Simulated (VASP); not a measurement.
A run of VASP 6.6.1 is set up as follows.

The input INCAR:

```
ALGO = Normal
EDIFF = 1E-6
ENCUT = 520
GGA = PE
ISIF = 2
ISMEAR = 0
LASPH = True
LCHARG = False
LREAL = False
LWAVE = False
NBANDS = 16
NELM = 80
PREC = Accurate
SIGMA = 0.01
```

File KPOINTS:

```
k-points
0
Gamma
  6 6 4
```

Contents of POSCAR:

```
AlN
1.0
    2.7350896076      0.0000000000      0.0000000000
   -1.3675448038      2.3686570818      0.0000000000
    0.0000000000      0.0000000000      4.6739445730
Al N
2 2
Direct
    0.0000000000      0.0000000000      0.0000000000
    0.0000000000      0.0000000000      0.5000000000
    0.3333333333      0.6666666667      0.2500000000
    0.6666666667      0.3333333333      0.7500000000
```

Potentials or basis: VASP PAW PBE potentials, release 64 (Al, N).

The run is started by

```sh
$ cat potpaw_PBE.64/Al/POTCAR potpaw_PBE.64/N/POTCAR > POTCAR
$ mpirun -np 1 vasp_std > vasp.out
```

Q: Estimate the pressure.

A: 40.3 GPa.

Q: Estimate the band gap on the k mesh.

A: 5.46 eV, indirect (least direct gap 6.74 eV).

Stress tensor (GPa, compression positive):
```
38.04  0.00  0.00
 0.00 38.04  0.00
 0.00  0.00 44.96
```

Caveat: the k points lie up to 0.44 Å⁻¹ apart. A k mesh can miss the band edges.
